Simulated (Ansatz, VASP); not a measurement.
One calculation of C, two programs

Contents of INCAR:

```
  PREC = Accurate
  ENCUT = 600
  EDIFF = 1E-6
  ISMEAR = 0
  SIGMA = 0.1
  LREAL = False
  LASPH = True
  NELM = 120
  ALGO = Normal
  ISIF = 2
  LWAVE = False
  LCHARG = False
  GGA = PE
  NBANDS = 21
  GGA_COMPAT = False
```

File KPOINTS:

```
regular mesh
0
Gamma
  8 8 4
```

The input POSCAR:

```
C
1.0
    1.5353330500     -1.8762272500      0.0000000000
    1.5353330500      1.8762272500      0.0000000000
    0.0000000000      0.0000000000      4.6349994900
C
6
Direct
    0.2078974700      0.7921025300      0.6677314300
    0.7921025300      0.2078974700      0.6677314300
    0.7921025300      0.2078974700      0.3322685700
    0.2078974700      0.7921025300      0.3322685700
    0.2921958800      0.7078041200      0.0000000000
    0.7078041200      0.2921958800      0.0000000000
```

Input for Ansatz:

```yaml
crystal:
  lattice:
    - [1.53533305, -1.87622725, 0.0]
    - [1.53533305, 1.87622725, 0.0]
    - [0.0, 0.0, 4.63499949]
  atoms:
    - { symbol: C, position: [0.20789747, 0.79210253, 0.66773143] }
    - { symbol: C, position: [0.79210253, 0.20789747, 0.66773143] }
    - { symbol: C, position: [0.79210253, 0.20789747, 0.33226857] }
    - { symbol: C, position: [0.20789747, 0.79210253, 0.33226857] }
    - { symbol: C, position: [0.29219588, 0.70780412, 0.0] }
    - { symbol: C, position: [0.70780412, 0.29219588, 0.0] }
basis:
  ecutwfc: 420
kpoints:
  mp_grid: { grid: [8, 8, 4] }
hamiltonian:
  xc: pbe
scf:
  occupations: { method: gaussian, width: 0.1 }
  lower_state_search: "off"
output:
  forces: true
  stress: true
  eigenvalues: true
```

Alike in both runs: task single point; functional PBE; k mesh 8 × 8 × 4; occupations gaussian, width 0.1 eV; no spin polarisation.

|  | VASP | Ansatz |
| --- | --- | --- |
| version | VASP 6.6.1 | Ansatz 0.2.0 |
| potentials or method | VASP PAW PBE potentials, release 64 (C), cutoff 600 eV | scalar-relativistic, plane waves, PAW |
| valence electrons in the cell | 24 | 24 |

|  | VASP | Ansatz | Ansatz less VASP |
| --- | --- | --- | --- |
| gap on the k mesh at the Fermi level (eV) | none | none | - |
| rms of the force components (eV/Å) | 2.127 | 2.134 | +0.0069 |

Atom by atom the forces differ by 0.009 eV/Å (rms over components). A gap of «none» marks a metal or a gap that the smearing closes.
